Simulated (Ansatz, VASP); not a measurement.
**One calculation of GeCl5, two programs**

```
Ge Cl
1.0
     4.93244    0.00000    0.00000
     0.00000    4.93244    0.00000
     0.00000    0.00000    6.83372
Ge Cl
1 5
Cartesian
  2.4662 2.4662 0.0000
  0.0000 2.4662 1.2900
  2.4662 0.0000 1.2900
  0.0000 2.4662 5.5437
  2.4662 0.0000 5.5437
  0.0000 0.0000 3.4169
```

Alike in both runs: functional PBE; k mesh 4 × 4 × 4; occupations gaussian, width 0.1 eV; no spin polarisation.

Ansatz relaxed the structure, and its values are those at the end. VASP's run is a single point on that final structure, the one shown.

|  | VASP | Ansatz |
| --- | --- | --- |
| version | VASP 6.6.1 | Ansatz 0.2.0 |
| potentials or method | VASP PAW PBE potentials, release 64 (Ge_d, Cl), cutoff 520 eV | scalar-relativistic, plane waves, PAW |
| valence electrons in the cell | 49 | 49 |

|  | VASP | Ansatz | Ansatz less VASP |
| --- | --- | --- | --- |
| gap on the k mesh at the Fermi level (eV) | none | none | - |
| pressure (GPa) | 0.0 | 0.0 | +0.07 |
| rms of the force components (eV/Å) | 0.003 | 0.003 | -0.0007 |

A gap of «none» marks a metal or a gap that the smearing closes. The functional is the same, so the differences come from potentials, cutoffs and numerics.
